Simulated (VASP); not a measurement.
# Cs2Pb2Br5 (a cell with a defect) in VASP: single point with PBEsol

Aim: the single point of Cs2Pb2Br5 (a cell with a defect) with PBEsol.

All numbers are computed with VASP 6.6.1; they aren't measurements. Logs are shortened: lines on timing, memory, paths and dates and some standing lists are left out, and cuts for length are marked.

## (1) The cell of the first run

The cell holds a defect, 9 atoms: a = 5.649 Å, b = 5.649 Å, c = 11.299 Å, α = 90.00°, β = 90.00°, γ = 90.00°.

## (2) Single point, PBEsol

Input file INCAR:

```
SYSTEM = Cs2Pb2Br5
PREC = Accurate
ENCUT = 520
EDIFF = 1E-6
ISMEAR = -1
SIGMA = 0.05
LREAL = .FALSE.
LASPH = .TRUE.
NELM = 60
ALGO = Normal
ISIF = 2
LWAVE = .FALSE.
LCHARG = .FALSE.
GGA = PS
NBANDS = 50
```

Input file KPOINTS:

```
regular mesh
0
G
  3 3 2
  0 0 0
```

Input file POSCAR:

```
Cs2Pb2Br5
1.0
    5.6493560000      0.0000000000      0.0000000000
    0.0000000000      5.6493560000      0.0000000000
    0.0000000000      0.0000000000     11.2987120000
Pb Cs Br
2 2 5
Direct
    0.5011243759      0.5017070972      0.2695333769
    0.5010275508      0.5014238791      0.6721222738
    0.0009463026      0.0001465654     -0.0465043272
    0.0010140979      0.0014323757      0.5117508969
    0.0011231369      0.5015230055      0.3157330676
    0.5010330381      0.0016686858      0.3157091711
    0.5010355163      0.5019542050      0.0117647923
    0.0010452519      0.5012537712      0.7248227940
    0.5010574657      1.0014162676      0.7248637721
```

Potentials or basis: VASP PAW PBE potentials, release 64 (Pb_d, Cs_sv, Br).

Launch:

```bash
> cat potpaw_PBE.64/Pb_d/POTCAR potpaw_PBE.64/Cs_sv/POTCAR potpaw_PBE.64/Br/POTCAR > POTCAR
> mpirun -np 1 vasp_std > vasp.out
```

OUTCAR:

```text
SYSTEM = Cs2Pb2Br5
   PREC = Accurate
   ENCUT = 520
   EDIFF = 1E-6
   ISMEAR = -1
   LREAL = .FALSE.
   LASPH = .TRUE.
   NELM = 60
   ISIF = 2
   GGA = PS

 ion  position               nearest neighbor table
   1  0.501  0.502  0.270-   6 2.87   5 2.87   5 2.87   6 2.87   7 2.91
   2  0.501  0.501  0.672-   8 2.89   9 2.89   8 2.89   9 2.89
   3  0.001  0.000  0.953-
   4  0.001  0.001  0.512-
   5  0.001  0.502  0.316-   1 2.87   1 2.87
   6  0.501  0.002  0.316-   1 2.87   1 2.87
   7  0.501  0.502  0.012-   1 2.91
   8  0.001  0.501  0.725-   2 2.89   2 2.89
   9  0.501  0.001  0.725-   2 2.89   2 2.89

  LATTYP: Found a simple tetragonal cell.
 ALAT       =     5.6493560000
 C/A-ratio  =     2.0000000000

  Lattice vectors:

 A1 = (   5.6493560000,   0.0000000000,   0.0000000000)
 A2 = (   0.0000000000,   5.6493560000,   0.0000000000)
 A3 = (   0.0000000000,   0.0000000000,  11.2987120000)

Analysis of symmetry for initial positions (statically):
=====================================================================
 Subroutine PRICEL returns:
 Original cell was already a primitive cell.

 Routine SETGRP: Setting up the symmetry group for a
 simple tetragonal supercell.

 Subroutine GETGRP returns: Found  1 space group operations
 (whereof  1 operations were pure point group operations)
 out of a pool of 16 trial point group operations.

The static configuration has the point symmetry C_1 .

Analysis of symmetry for dynamics (positions and initial velocities):
=====================================================================
 Subroutine PRICEL returns:
 Original cell was already a primitive cell.

 Routine SETGRP: Setting up the symmetry group for a
 simple tetragonal supercell.

 Subroutine GETGRP returns: Found  1 space group operations
 (whereof  1 operations were pure point group operations)
 out of a pool of 16 trial point group operations.

The dynamic configuration has the point symmetry C_1 .

 Subroutine INISYM returns: Found  1 space group operations
 (whereof  1 operations are pure point group operations),
 and found     1 'primitive' translations

----------------------------------------------------------------------------------------

                                     Primitive cell

  volume of cell :     360.6009

  direct lattice vectors                    reciprocal lattice vectors
     5.649356000  0.000000000  0.000000000     0.177011327  0.000000000  0.000000000
     0.000000000  5.649356000  0.000000000     0.000000000  0.177011327  0.000000000
     0.000000000  0.000000000 11.298712000     0.000000000  0.000000000  0.088505663

  length of vectors
     5.649356000  5.649356000 11.298712000     0.177011327  0.177011327  0.088505663

  position of ions in fractional coordinates (direct lattice)
     0.501124376  0.501707097  0.269533377
     0.501027551  0.501423879  0.672122274
     0.000946303  0.000146565  0.953495673
     0.001014098  0.001432376  0.511750897
     0.001123137  0.501523005  0.315733068
     0.501033038  0.001668686  0.315709171
     0.501035516  0.501954205  0.011764792
     0.001045252  0.501253771  0.724822794
     0.501057466  0.001416268  0.724863772

  ion indices of the primitive-cell ions
   primitive index   ion index
                 1           1
                 2           2
                 3           3
                 4           4
                 5           5
                 6           6
                 7           7
                 8           8
                 9           9

----------------------------------------------------------------------------------------

 KPOINTS: regular mesh

Automatic generation of k-mesh.
 Grid dimensions read from file:
 generate k-points for:    3    3    2

 Generating k-lattice:

  Cartesian coordinates                     Fractional coordinates (reciprocal lattice)
     0.059003776  0.000000000  0.000000000     0.333333333  0.000000000  0.000000000
     0.000000000  0.059003776  0.000000000     0.000000000  0.333333333  0.000000000
     0.000000000  0.000000000  0.044252832     0.000000000  0.000000000  0.500000000

  Length of vectors
     0.059003776  0.059003776  0.044252832

  Shift w.r.t. Gamma in fractional coordinates (k-lattice)
     0.000000000  0.000000000  0.000000000

 Subroutine IBZKPT returns following result:
 ===========================================

 Found     10 irreducible k-points:

 Following reciprocal coordinates:
            Coordinates               Weight
  0.000000  0.000000  0.000000      1.000000
  0.333333  0.000000  0.000000      2.000000
  0.000000  0.333333  0.000000      2.000000
  0.333333  0.333333  0.000000      2.000000
 -0.333333  0.333333  0.000000      2.000000
  0.000000  0.000000  0.500000      1.000000
  0.333333  0.000000  0.500000      2.000000
  0.000000  0.333333  0.500000      2.000000
  0.333333  0.333333  0.500000      2.000000
 -0.333333  0.333333  0.500000      2.000000
   k-points           NKPTS =     10   k-points in BZ     NKDIM =     10   number of bands    NBANDS=     50
   number of dos      NEDOS =    301   number of ions     NIONS =      9
   total plane-waves  NPLWV = 148176
   dimension x,y,z NGX =    42 NGY =   42 NGZ =   84
   dimension x,y,z NGXF=    84 NGYF=   84 NGZF=  168
   ions per type =               2   2   5
   NGX,Y,Z   is equivalent  to a cutoff of  12.36, 12.36, 12.36 a.u.
   NGXF,Y,Z  is equivalent  to a cutoff of  24.72, 24.72, 24.72 a.u.
 SYSTEM =  Cs2Pb2Br5
   PREC   = accura    normal or accurate (medium, high low for compatibility)
   ISTART =      0    job   : 0-new  1-cont  2-samecut
   ICHARG =      2    charge: 1-file 2-atom 10-const
   ISPIN  =      1    spin polarized calculation?
   LNONCOLLINEAR =      F non collinear calculations
   LSORBIT =      F    spin-orbit coupling
   LASPH  =      T    aspherical Exc in radial PAW
   ENCUT  =  520.0 eV  38.22 Ry    6.18 a.u.  10.50 10.50 21.01*2*pi/ulx,y,z
   NELM   =     60;   NELMIN=  2; NELMDL= -5     # of ELM steps
   EDIFF  = 0.1E-05   stopping-criterion for ELM
   LREAL  =      F    real-space projection
[... 7 lines left out ...]
   TEBEG  =    0.0;   TEEND  =   0.0 temperature during run
   PSTRESS=    0.0 pullay stress
   NELECT =      81.0000    total number of electrons
   NUPDOWN=      -1.0000    fix difference up-down
   EMIN   =  10.00;   EMAX   =-10.00  energy-range for DOS
   EFERMI =   0.00;   METHOD = LEGACY
   ISMEAR =    -1;   SIGMA  =   0.05  broadening in eV -4-tet -1-fermi 0-gaus
   EFERMI_NEDOS =   21; number of points for ismear=-14 and -15
   IALGO  =     38    algorithm
   IMIX   =      4    mixing-type and parameters
     AMIX     =   0.40;   BMIX     =  1.00
     AMIX_MAG =   1.60;   BMIX_MAG =  1.00
  volume/ion in A,a.u.               =      40.07       270.38
  Fermi-wavevector in a.u.,A,eV,Ry     =   0.995163  1.880585 13.474522  0.990349
  Thomas-Fermi vector in A             =   2.127164
   LORBIT       =      0    0 simple, 1 ext, 2 COOP (PROOUT), +10 PAW based schemes
   GGA     = PS    functional components
   LHFCALC =     F    Hartree Fock is set to
   AEXX    =    0.0000 exact exchange contribution
   IVDW    =     0    specifies the selected vdW correction
   LEPSILON=     F    determine dielectric tensor
   LRPA    =     F    only Hartree local field effects (RPA)
 non-spin polarized calculation
  energy-cutoff  :      520.00
  volume of cell :      360.60
 maximum number of plane-waves:      9863
 NGX is ok and might be reduce to    42
   NGX = 21   NGY = 21   NGZ = 43

 number of electron      81.0000004 magnetization

 Free energy of the ion-electron system (eV)
  ---------------------------------------------------
  ext. energy  EPLUGINS =         0.00000000
  ---------------------------------------------------
  free energy    TOTEN  =       -29.29876681 eV

  energy without entropy =      -29.26871299  energy(sigma->0) =      -29.28373990

 E-fermi :   2.5822     XC(G=0):  -7.9267

 val. band max:        2.5597053098   @ k =  -0.3333   0.3333   0.5000
 cond. band min:       2.7880905920   @ k =   0.0000   0.0000   0.0000
 fundamental gap:      0.2283852823
 Fermi energy:         2.5822179553

 k-point     1 :       0.0000    0.0000    0.0000
  band No.  band energies     occupation
      1     -20.0573      2.00000
      2     -19.6536      2.00000
      3     -15.3143      2.00000
      4     -15.1941      2.00000
      5     -15.1833      2.00000
      6     -15.0716      2.00000
[... 42 lines left out ...]
     49       6.1097      0.00000
     50       6.1421      0.00000

 k-point     2 :       0.3333    0.0000    0.0000
  band No.  band energies     occupation
      1     -20.0558      2.00000
      2     -19.6508      2.00000
      3     -15.2730      2.00000
      4     -15.1477      2.00000
      5     -15.1460      2.00000
      6     -15.0747      2.00000
[... 42 lines left out ...]
     49       6.2493      0.00000
     50       6.7820      0.00000

 k-point     3 :       0.0000    0.3333    0.0000
  band No.  band energies     occupation
      1     -20.0558      2.00000
      2     -19.6508      2.00000
      3     -15.2729      2.00000
      4     -15.1478      2.00000
      5     -15.1461      2.00000
      6     -15.0747      2.00000
[... 42 lines left out ...]
     49       6.2496      0.00000
     50       6.7752      0.00000

 k-point     4 :       0.3333    0.3333    0.0000
  band No.  band energies     occupation
      1     -20.0545      2.00000
      2     -19.6482      2.00000
      3     -15.2010      2.00000
      4     -15.1377      2.00000
      5     -15.0754      2.00000
      6     -15.0740      2.00000
[... 257 lines left out ...]
 k-point     9 :       0.3333    0.3333    0.5000
  band No.  band energies     occupation
      1     -20.0545      2.00000
      2     -19.6482      2.00000
      3     -15.2010      2.00000
      4     -15.1376      2.00000
      5     -15.0754      2.00000
      6     -15.0740      2.00000
[... 42 lines left out ...]
     49       6.5898      0.00000
     50       6.6137      0.00000

 k-point    10 :      -0.3333    0.3333    0.5000
  band No.  band energies     occupation
      1     -20.0545      2.00000
      2     -19.6482      2.00000
      3     -15.2010      2.00000
      4     -15.1376      2.00000
      5     -15.0754      2.00000
      6     -15.0740      2.00000
[... 42 lines left out ...]
     49       6.5896      0.00000
     50       6.6135      0.00000

------------------------ aborting loop because EDIFF is reached ----------------------------------------

  FORCE on cell =-STRESS in cart. coord.  units (eV):
  Direction    XX          YY          ZZ          XY          YZ          ZX
  --------------------------------------------------------------------------------------
  -------------------------------------------------------------------------------------
  Total        4.1053416      4.1061849     -2.5486868      0.0000045      0.0061781     -0.0001059
  in kB       18.2403452     18.2440924    -11.3240093      0.0000198      0.0274498     -0.0004703
  external PRESSURE =       8.3868094 kB  Pullay stress =       0.0000000 kB

 VOLUME and BASIS-vectors are now :
 -----------------------------------------------------------------------------
  energy-cutoff  :      520.00
  volume of cell :      360.60
      direct lattice vectors                 reciprocal lattice vectors
     5.649356000  0.000000000  0.000000000     0.177011327  0.000000000  0.000000000
     0.000000000  5.649356000  0.000000000     0.000000000  0.177011327  0.000000000
     0.000000000  0.000000000 11.298712000     0.000000000  0.000000000  0.088505663

 POSITION                                       TOTAL-FORCE (eV/Angst)
 -----------------------------------------------------------------------------------
      2.83103      2.83432      3.04538        -0.000529     -0.000968      0.000044
      2.83048      2.83272      7.59412         0.000152     -0.000570      0.003019
      0.00535      0.00083     10.77327        -0.000020      0.000681      0.005800
      0.00573      0.00809      5.78213         0.000104     -0.000068      0.003985
      0.00635      2.83328      3.56738         0.000011      0.000346     -0.002219
      2.83051      0.00943      3.56711         0.000305      0.000280     -0.002062
      2.83053      2.83572      0.13293         0.000318      0.000101     -0.001268
      0.00591      2.83176      8.18956        -0.000244      0.000073     -0.003508
      2.83065      0.00800      8.19003        -0.000097      0.000125     -0.003791
 -----------------------------------------------------------------------------------
    total drift:                               -0.000405     -0.000353      0.000014

  FREE ENERGIE OF THE ION-ELECTRON SYSTEM (eV)
  ---------------------------------------------------
  free  energy   TOTEN  =       -29.2987668113 eV

  energy  without entropy=      -29.2687129879  energy(sigma->0) =      -29.28373990
```

It took 5 min on 1 thread of AMD EPYC 7R43 (Zen 3), shared host; peak memory 0.4 GiB.

What came out:

| Property | Result |
| --- | --- |
| Free energy | -29.2988 eV |
| Pressure | 0.8 GPa |
| Largest force | 0.006 eV/Å |
| Band gap on the k mesh | zero (an odd number of electrons rules out a gap without spin polarisation) |

Forces on the atoms (eV/Å):
```
Pb  -0.001 -0.001  0.000
Pb   0.000 -0.001  0.003
Cs   0.000  0.001  0.006
Cs   0.000  0.000  0.004
Br   0.000  0.000 -0.002
Br   0.000  0.000 -0.002
Br   0.000  0.000 -0.001
Br   0.000  0.000 -0.004
Br   0.000  0.000 -0.004
```

Stress tensor (GPa, compression positive):
```
 1.82  0.00  0.00
 0.00  1.82  0.00
 0.00  0.00 -1.13
```

Caveat: the k points lie up to 0.37 Å⁻¹ apart, too coarse for converged energies and pressures of a metal; the PAW data sets were made with another functional, which shifts forces and pressure a little; spin-orbit coupling is left out, which moves the levels of the heavy elements; an odd number of electrons without spin polarisation forces a metal; a magnetic or distorted state may lie lower.
